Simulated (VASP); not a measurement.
A run of VASP 6.6.1 is set up as follows.

INCAR

```
SYSTEM = Os
ALGO = Fast ; EDIFF = 1E-7
ENCUT = 520 ; GGA = PS
ISIF = 2 ; ISMEAR = 0
LASPH = .True. ; LCHARG = .False.
LREAL = .False. ; LWAVE = .False.
NBANDS = 15 ; NELM = 60
PREC = Accurate ; SIGMA = 0.15
```

File KPOINTS:

```
k-points
0
Gamma
  18 18 12
  0 0 0
```

File POSCAR:

```
Os
1.0
    2.7340999755      0.0000000000      0.0000000000
   -1.3670499878      2.3678000353      0.0000000000
    0.0000000000      0.0000000000      4.1577112500
Os
2
Direct
    0.3333333333      0.6666666667      0.2500000000
    0.6666666667      0.3333333333      0.7500000000
```

Potentials or basis: VASP PAW PBE potentials, release 64 (Os).

Command:

```sh
$ cat potpaw_PBE.64/Os/POTCAR > POTCAR
$ mpirun -np 1 vasp_std > vasp.out
```

**Question.** What does it give for the pressure?

**Answer.** 17.4 GPa.

**Question.** Estimate the band gap on the k mesh.

**Answer.** Zero (band 8 reaches 11.99 eV, above the bottom of band 9 at 7.79 eV).

Stress tensor (GPa, compression positive):
```
 8.77  0.00  0.00
 0.00  8.77  0.00
 0.00  0.00 34.69
```

Caveat: the cell differs from its parent crystal (strain -0.0375 x Voigt [0, 0, 1, 0, 0, 0]); the PAW data sets were made with another functional, which shifts forces and pressure a little; spin-orbit coupling is left out, which moves the levels of the heavy elements.
